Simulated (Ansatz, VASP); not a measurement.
# GaAs in VASP and in Ansatz

```
Ga As
1.0
     2.85431    1.64794    4.90712
    -2.85431    1.64794    4.90712
     0.00000   -3.29588    4.90712
Ga As
3 3
Direct
  0.18529 0.18529 0.18529
  0.81471 0.81471 0.81471
  0.00000 0.00000 0.00000
  0.50000 0.50000 0.00000
  0.00000 0.50000 0.50000
  0.50000 0.00000 0.50000
```

Alike in both runs: functional PBE; k mesh 6 × 6 × 6; occupations gaussian, width 0.1 eV; no spin polarisation.

Ansatz relaxed the structure, and its values are those at the end. VASP's run is a single point on that final structure, the one shown.

|  | VASP | Ansatz |
| --- | --- | --- |
| version | VASP 6.6.1 | Ansatz 0.2.0 |
| potentials or method | VASP PAW PBE potentials, release 64 (Ga_d, As), cutoff 520 eV | scalar-relativistic, plane waves, PAW |
| valence electrons in the cell | 54 | 84 |

```tsv
	VASP	Ansatz	Ansatz less VASP
gap on the k mesh at the Fermi level (eV)	none	none	-
pressure (GPa)	0.0	-0.1	-0.13
rms of the force components (eV/Å)	0.004	0.001	-0.0032
```

A gap of «none» marks a metal or a gap that the smearing closes. The functional is the same, so the differences come from potentials, cutoffs and numerics. VASP's potentials hold 54 valence electrons a cell and Ansatz's 84, so a difference there can come from the potentials and not from the codes.
